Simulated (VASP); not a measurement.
# Cl in VASP: notebook

The runs below take Cl through single point, with PBE.

Everything below comes from runs of VASP 6.6.1. Logs are shortened: lines on timing, memory, paths and dates and some standing lists are left out, and cuts for length are marked.

## Step 1: The cell of the first run

The cell holds a disordered packing, 20 atoms: a = 8.434 Å, b = 8.434 Å, c = 8.434 Å, α = 90.00°, β = 90.00°, γ = 90.00°.

## Step 2: Single point, PBE

INCAR

```
ALGO = Normal ; EDIFF = 1E-6
ENCUT = 520 ; GGA = PE
ISIF = 2 ; ISMEAR = -1
LASPH = T ; LCHARG = F
LREAL = Auto ; LWAVE = F
NBANDS = 86 ; NELM = 80
PREC = Accurate ; SIGMA = 0.05
```

KPOINTS

```
k-points
0
Gamma
  1 1 1
```

POSCAR

```
Cl
1.0
    8.4343270000      0.0000000000      0.0000000000
    0.0000000000      8.4343270000      0.0000000000
    0.0000000000      0.0000000000      8.4343270000
Cl
20
Direct
    0.6911221478      0.3617773723      0.8967026767
    0.7103241444      0.4275234303      0.6659989700
    0.4292760297      0.7838244405      0.7027641628
    0.5108196017      0.7065606251      0.9165289178
    0.2386135791      0.0168991423      0.0108208521
    0.0015123462      0.0418831776      0.0463531700
    0.2785690587      0.4158034106      0.3973260036
    0.2867821648      0.3933616648      0.1568737569
    0.9035678815      1.0102864992      0.7301704966
    0.8430258587      1.0022450302      0.4970688696
    0.6154660550      0.6164474382      0.2598633291
    0.6709748191      0.3823682829      0.2869183721
    0.2414860717      0.4099080241      0.8026357733
    0.0728345907      0.5749841855      0.8338508162
    0.6240717142     -0.0291367305      0.2576938405
    0.6383523547      0.0512629788      0.0278714570
    0.2677220073      0.0973028859      0.4329282014
    0.2676852459     -0.1469533303      0.4185923043
   -0.0472343600      0.6060442375      0.4624464666
   -0.0054219110      0.6253133350      0.2266715635
```

Potentials or basis: VASP PAW PBE potentials, release 64 (Cl).

On the command line:

```sh
cat potpaw_PBE.64/Cl/POTCAR > POTCAR
mpirun -np 1 vasp_gam > vasp.out
```

OUTCAR:

```text
EDIFF = 1E-6
   ENCUT = 520
   GGA = PE
   ISIF = 2
   ISMEAR = -1
   LASPH = T
   LREAL = Auto
   NELM = 80
   PREC = Accurate

 ion  position               nearest neighbor table
   1  0.691  0.362  0.897-   2 2.03
   2  0.710  0.428  0.666-   1 2.03
   3  0.429  0.784  0.703-   4 2.04
   4  0.511  0.707  0.917-   3 2.04
   5  0.239  0.017  0.011-   6 2.03
   6  0.002  0.042  0.046-   5 2.03
[... 12 lines left out ...]
  19  0.953  0.606  0.462-  20 2.03
  20  0.995  0.625  0.227-  19 2.03

  LATTYP: Found a simple cubic cell.
 ALAT       =     8.4343270000

  Lattice vectors:

 A1 = (   8.4343270000,   0.0000000000,   0.0000000000)
 A2 = (   0.0000000000,   8.4343270000,   0.0000000000)
 A3 = (   0.0000000000,   0.0000000000,   8.4343270000)

Analysis of symmetry for initial positions (statically):
=====================================================================
 Subroutine PRICEL returns:
 Original cell was already a primitive cell.

 Routine SETGRP: Setting up the symmetry group for a
 simple cubic supercell.

 Subroutine GETGRP returns: Found  1 space group operations
 (whereof  1 operations were pure point group operations)
 out of a pool of 48 trial point group operations.

The static configuration has the point symmetry C_1 .

Analysis of symmetry for dynamics (positions and initial velocities):
=====================================================================
 Subroutine PRICEL returns:
 Original cell was already a primitive cell.

 Routine SETGRP: Setting up the symmetry group for a
 simple cubic supercell.

 Subroutine GETGRP returns: Found  1 space group operations
 (whereof  1 operations were pure point group operations)
 out of a pool of 48 trial point group operations.

The dynamic configuration has the point symmetry C_1 .

 Subroutine INISYM returns: Found  1 space group operations
 (whereof  1 operations are pure point group operations),
 and found     1 'primitive' translations

----------------------------------------------------------------------------------------

                                     Primitive cell

  volume of cell :     600.0001

  direct lattice vectors                    reciprocal lattice vectors
     8.434327000  0.000000000  0.000000000     0.118563105  0.000000000  0.000000000
     0.000000000  8.434327000  0.000000000     0.000000000  0.118563105  0.000000000
     0.000000000  0.000000000  8.434327000     0.000000000  0.000000000  0.118563105

  length of vectors
     8.434327000  8.434327000  8.434327000     0.118563105  0.118563105  0.118563105

  position of ions in fractional coordinates (direct lattice)
     0.691122148  0.361777372  0.896702677
     0.710324144  0.427523430  0.665998970
     0.429276030  0.783824440  0.702764163
     0.510819602  0.706560625  0.916528918
     0.238613579  0.016899142  0.010820852
     0.001512346  0.041883178  0.046353170
[... 12 lines left out ...]
     0.952765640  0.606044238  0.462446467
     0.994578089  0.625313335  0.226671563

  ion indices of the primitive-cell ions
   primitive index   ion index
                 1           1
                 2           2
                 3           3
                 4           4
                 5           5
                 6           6
[... 12 lines left out ...]
                19          19
                20          20

----------------------------------------------------------------------------------------

 KPOINTS: k-points

Automatic generation of k-mesh.
 Grid dimensions read from file:
 generate k-points for:    1    1    1

 Generating k-lattice:

  Cartesian coordinates                     Fractional coordinates (reciprocal lattice)
     0.118563105  0.000000000  0.000000000     1.000000000  0.000000000  0.000000000
     0.000000000  0.118563105  0.000000000     0.000000000  1.000000000  0.000000000
     0.000000000  0.000000000  0.118563105     0.000000000  0.000000000  1.000000000

  Length of vectors
     0.118563105  0.118563105  0.118563105

  Shift w.r.t. Gamma in fractional coordinates (k-lattice)
     0.000000000  0.000000000  0.000000000

 Subroutine IBZKPT returns following result:
 ===========================================

 Found      1 irreducible k-points:

 Following reciprocal coordinates:
            Coordinates               Weight
  0.000000  0.000000  0.000000      1.000000
   k-points           NKPTS =      1   k-points in BZ     NKDIM =      1   number of bands    NBANDS=     86
   number of dos      NEDOS =    301   number of ions     NIONS =     20
   total plane-waves  NPLWV = 262144
   dimension x,y,z NGX =    64 NGY =   64 NGZ =   64
   dimension x,y,z NGXF=   128 NGYF=  128 NGZF=  128
   ions per type =              20
   NGX,Y,Z   is equivalent  to a cutoff of  12.61, 12.61, 12.61 a.u.
   NGXF,Y,Z  is equivalent  to a cutoff of  25.23, 25.23, 25.23 a.u.
 SYSTEM =  unknown system
   PREC   = accura    normal or accurate (medium, high low for compatibility)
   ISTART =      0    job   : 0-new  1-cont  2-samecut
   ICHARG =      2    charge: 1-file 2-atom 10-const
   ISPIN  =      1    spin polarized calculation?
   LNONCOLLINEAR =      F non collinear calculations
   LSORBIT =      F    spin-orbit coupling
   LASPH  =      T    aspherical Exc in radial PAW
   ENCUT  =  520.0 eV  38.22 Ry    6.18 a.u.  15.68 15.68 15.68*2*pi/ulx,y,z
   NELM   =     80;   NELMIN=  2; NELMDL= -5     # of ELM steps
   EDIFF  = 0.1E-05   stopping-criterion for ELM
   LREAL  =      T    real-space projection
   EDIFFG = 0.1E-04   stopping-criterion for IOM
   NSW    =      0    number of steps for IOM
   IBRION =     -1    ionic relax: 0-MD 1-quasi-New 2-CG
   NFREE  =      0    steps in history (QN), initial steepest desc. (CG)
   ISIF   =      2    stress and relaxation
   ISYM   =      2    0-nonsym 1-usesym 2-fastsym
   POTIM  = 0.5000    time-step for ionic-motion
   TEBEG  =    0.0;   TEEND  =   0.0 temperature during run
   PSTRESS=    0.0 pullay stress
   NELECT =     140.0000    total number of electrons
   NUPDOWN=      -1.0000    fix difference up-down
   EMIN   =  10.00;   EMAX   =-10.00  energy-range for DOS
   EFERMI =   0.00;   METHOD = LEGACY
   ISMEAR =    -1;   SIGMA  =   0.05  broadening in eV -4-tet -1-fermi 0-gaus
   EFERMI_NEDOS =   21; number of points for ismear=-14 and -15
   IALGO  =     38    algorithm
   IMIX   =      4    mixing-type and parameters
     AMIX     =   0.40;   BMIX     =  1.00
     AMIX_MAG =   1.60;   BMIX_MAG =  1.00
  volume/ion in A,a.u.               =      30.00       202.45
  Fermi-wavevector in a.u.,A,eV,Ry     =   1.007860  1.904580 13.820563  1.015783
  Thomas-Fermi vector in A             =   2.140692
   LORBIT       =      0    0 simple, 1 ext, 2 COOP (PROOUT), +10 PAW based schemes
   GGA     = PE    functional components
   LHFCALC =     F    Hartree Fock is set to
   AEXX    =    0.0000 exact exchange contribution
   IVDW    =     0    specifies the selected vdW correction
   LEPSILON=     F    determine dielectric tensor
   LRPA    =     F    only Hartree local field effects (RPA)
 non-spin polarized calculation
  energy-cutoff  :      520.00
  volume of cell :      600.00
 maximum number of plane-waves:      8068
 NGX is ok and might be reduce to    64
   NGX = 31   NGY = 31   NGZ = 31

 number of electron     140.0000003 magnetization

 Free energy of the ion-electron system (eV)
  ---------------------------------------------------
  ext. energy  EPLUGINS =         0.00000000
  ---------------------------------------------------
  free energy    TOTEN  =       -36.32303515 eV

  energy without entropy =      -36.32303506  energy(sigma->0) =      -36.32303510

 E-fermi :   0.3788     XC(G=0):  -7.4967

 val. band max:       -0.5163909219   @ k =   0.0000   0.0000   0.0000
 cond. band min:       1.2666481809   @ k =   0.0000   0.0000   0.0000
 fundamental gap:      1.7830391029
 Fermi energy:         0.3787830199

 k-point     1 :       0.0000    0.0000    0.0000
  band No.  band energies     occupation
      1     -17.8610      2.00000
      2     -17.5338      2.00000
      3     -17.3661      2.00000
      4     -17.1883      2.00000
      5     -17.1166      2.00000
      6     -17.0125      2.00000
[... 74 lines left out ...]
     81       5.7350      0.00000
     82       7.0318      0.00000
 [bands above 82 left out]

------------------------ aborting loop because EDIFF is reached ----------------------------------------

  FORCE on cell =-STRESS in cart. coord.  units (eV):
  Direction    XX          YY          ZZ          XY          YZ          ZX
  --------------------------------------------------------------------------------------
  -------------------------------------------------------------------------------------
  Total        5.4832793      2.6881596     -0.5604496      0.4461986     -0.1738366      0.8736532
  in kB       14.6419744      7.1781798     -1.4965658      1.1914820     -0.4641951      2.3329119
  external PRESSURE =       6.7745295 kB  Pullay stress =       0.0000000 kB

 VOLUME and BASIS-vectors are now :
 -----------------------------------------------------------------------------
  energy-cutoff  :      520.00
  volume of cell :      600.00
      direct lattice vectors                 reciprocal lattice vectors
     8.434327000  0.000000000  0.000000000     0.118563105  0.000000000  0.000000000
     0.000000000  8.434327000  0.000000000     0.000000000  0.118563105  0.000000000
     0.000000000  0.000000000  8.434327000     0.000000000  0.000000000  0.118563105

 POSITION                                       TOTAL-FORCE (eV/Angst)
 -----------------------------------------------------------------------------------
      5.82915      3.05135      7.56308         0.060232      0.120930     -0.218541
      5.99111      3.60587      5.61725        -0.139987     -0.209308      0.134679
      3.62065      6.61103      5.92734         0.056668     -0.071752      0.134244
      4.30842      5.95936      7.73030        -0.050465     -0.014516     -0.118778
      2.01254      0.14253      0.09127        -0.046017     -0.006843      0.015272
      0.01276      0.35326      0.39096         0.095243     -0.025709      0.003749
[... 12 lines left out ...]
      8.03594      5.11158      3.90042         0.080657      0.113681     -0.246387
      8.38860      5.27410      1.91182        -0.032957      0.129093      0.254056
 -----------------------------------------------------------------------------------
    total drift:                               -0.001461      0.003652     -0.000620

  FREE ENERGIE OF THE ION-ELECTRON SYSTEM (eV)
  ---------------------------------------------------
  free  energy   TOTEN  =       -36.3230351466 eV

  energy  without entropy=      -36.3230350613  energy(sigma->0) =      -36.32303510
```

Run time: 90 s. Hardware: 1 thread of Intel Xeon Platinum 8375C at 2.90GHz (Ice Lake), shared host; peak memory 0.52 GiB.

Results:

* Free energy: -36.3230 eV
* Pressure: 0.7 GPa
* Largest force: 0.319 eV/Å

Forces in eV/Å, atoms in the order of the input:
```
Cl   0.060  0.121 -0.219
Cl  -0.140 -0.209  0.135
Cl   0.057 -0.072  0.134
Cl  -0.050 -0.015 -0.119
Cl  -0.046 -0.007  0.015
Cl   0.095 -0.026  0.004
Cl   0.064  0.055 -0.039
Cl   0.050 -0.033  0.063
Cl  -0.026 -0.005 -0.177
Cl   0.028  0.087  0.182
Cl  -0.030 -0.183  0.010
Cl  -0.140  0.156 -0.075
Cl  -0.208  0.146  0.037
Cl   0.117 -0.139 -0.047
Cl   0.044  0.110 -0.256
Cl   0.003 -0.138  0.287
Cl  -0.003 -0.229  0.018
Cl   0.077  0.137  0.037
Cl   0.081  0.114 -0.246
Cl  -0.033  0.129  0.254
```

Caveat: the k points lie up to 0.74 Å⁻¹ apart.

## Step 3: Single point, PBE

INCAR

```
PREC = Accurate
ENCUT = 520
EDIFF = 1E-7
ISMEAR = -1
SIGMA = 0.05
LREAL = Auto
LASPH = True
NELM = 80
ALGO = Normal
ISIF = 2
LWAVE = False
LCHARG = False
GGA = PE
NBANDS = 86
```

KPOINTS

```
Automatic mesh
0
Gamma
  1 1 1
```

POSCAR

```
Cl
1.0
    8.4343270000      0.0000000000      0.0000000000
    0.0000000000      8.4343270000      0.0000000000
    0.0000000000      0.0000000000      8.4343270000
Cl
20
Direct
    0.6865040921      0.3595307604      0.8848245983
    0.7084738356      0.4284040683      0.6610841624
    0.4671979163      0.7929737607      0.7188955325
    0.5338303815      0.6996053153      0.9365418249
    0.2466112590      0.0171323687     -0.0047543805
    0.0124846950      0.0202742910      0.0369205510
    0.2945818914      0.4276334081      0.3706756923
    0.2949612933      0.4088174433      0.1203652645
    0.9169907688      1.0054507016      0.7094579093
    0.8656885131      1.0260095441      0.4675654620
    0.6146074251      0.6043517165      0.2583608627
    0.6579066712      0.3607875293      0.2688655538
    0.1946924752      0.4222980684      0.7948233451
    0.0932024571      0.6536146867      0.7891086034
    0.6260013395     -0.0133146367      0.2370195037
    0.6253848114      0.0460736227     -0.0039244388
    0.2428409522      0.1004110939      0.4400588215
    0.2730271188     -0.1523417340      0.4323047944
   -0.0083231300      0.5778172935      0.4507057884
    0.0128166717      0.6313722482      0.2223532476
```

Potentials or basis: VASP PAW PBE potentials, release 64 (Cl).

On the command line:

```sh
cat potpaw_PBE.64/Cl/POTCAR > POTCAR
mpirun -np 1 vasp_gam > vasp.out
```

Run time: 98 s. Hardware: 1 thread of Intel Xeon Platinum 8375C at 2.90GHz (Ice Lake), shared host; peak memory 0.52 GiB.

It converged, with:

| Quantity | Value |
| --- | --- |
| Free energy | -35.4164 eV |
| Pressure | 0.2 GPa |
| Largest force | 1.607 eV/Å |

Forces on the atoms (eV/Å):
```
Cl   0.095 -0.163  0.184
Cl   0.011  0.089 -0.478
Cl   0.275 -0.314  0.566
Cl  -0.271  0.129 -0.733
Cl   0.271  0.049 -0.008
Cl  -0.374  0.068 -0.076
Cl   0.146 -0.419 -0.880
Cl  -0.159 -0.097  1.055
Cl  -0.105  0.092 -0.748
Cl  -0.054 -0.279  0.928
Cl   0.414 -0.457 -0.024
Cl   0.107  0.695 -0.008
Cl  -0.366  1.377 -0.124
Cl   0.350 -1.539  0.304
Cl   0.095  0.077 -0.489
Cl   0.027 -0.105  0.876
Cl   0.656 -0.968 -0.264
Cl  -0.044  1.175  0.041
Cl  -0.822  0.395  0.199
Cl  -0.252  0.194 -0.320
```

Stress tensor (GPa, compression positive):
```
 2.04  0.41 -0.35
 0.41 -0.93  0.11
-0.35  0.11 -0.65
```

Levels at points of the mesh, in eV from the Fermi level:
| k point | band 66 | band 67 | band 68 | band 69 | band 70 | band 71 | band 72 | band 73 | band 74 | band 75 |
| --- | --- | --- | --- | --- | --- | --- | --- | --- | --- | --- |
| (0.00, 0.00, 0.00) | -1.04 | -0.86 | -0.69 | -0.64 | -0.53 | 0.53 | 0.87 | 1.27 | 1.35 | 1.48 |

Caveat: the k points lie up to 0.74 Å⁻¹ apart.
